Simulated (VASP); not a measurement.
A run of VASP 6.6.1 is set up as follows.

Contents of INCAR:

```
PREC     = Accurate       # precision mode
ENCUT    = 520            # plane-wave cutoff, eV
EDIFF    = 1E-6           # SCF threshold, eV
ISMEAR   = -1             # smearing method
SIGMA    = 0.1            # smearing width, eV
LREAL    = False          # projectors in reciprocal space
LASPH    = True           # aspherical terms in the spheres
NELM     = 100            # most SCF steps
ALGO     = Normal         # electronic algorithm
ISIF     = 2              # what is computed and relaxed
LWAVE    = False          # write WAVECAR
LCHARG   = False          # write CHGCAR
GGA      = PE             # functional
NBANDS   = 86             # bands
```

KPOINTS

```
regular mesh
0
Gamma
  4 3 5
```

Contents of POSCAR:

```
Ti12B
1.0
    5.9000000000      0.0000000000      0.0000000000
   -4.4250000000      7.6643250000      0.0000000000
    0.0000000000      0.0000000000      4.6846000000
Ti B
12 1
Direct
    0.0233413098      0.0081400515      0.0177827349
    0.1882883844      0.2262457555      0.5227718482
    0.0301836538      0.3382496175      0.0305898049
    0.2009322548      0.5693614245      0.4873560176
    0.0311627853      0.6857476686      0.0235544123
    0.1938343609      0.9030598259      0.5119604662
    0.5228994637      0.0028984940      0.0077797464
    0.6860515080      0.2202212197      0.4962144046
    0.5162008156      0.3367884321      0.0327788925
    0.6870333536      0.5681696692      0.4889585023
    0.5289880381      0.6799652937     -0.0031165948
    0.6936535056      0.8979942787      0.5018725185
   -0.1416971667      0.4530469415      0.7597630534
```

Potentials or basis: VASP PAW PBE potentials, release 64 (Ti_sv, B).

The run is started by

```sh
$ cat potpaw_PBE.64/Ti_sv/POTCAR potpaw_PBE.64/B/POTCAR > POTCAR
$ mpirun -np 1 vasp_std > vasp.out
```

Estimate the largest force.

0.025 eV/Å.

Estimate the band gap on the k mesh.

zero (an odd number of electrons rules out a gap without spin polarisation).

What does it give for the pressure?

3.4 GPa.

Stress tensor (GPa, compression positive):
```
 2.41 -0.01 -0.05
-0.01  2.62 -0.07
-0.05 -0.07  5.06
```
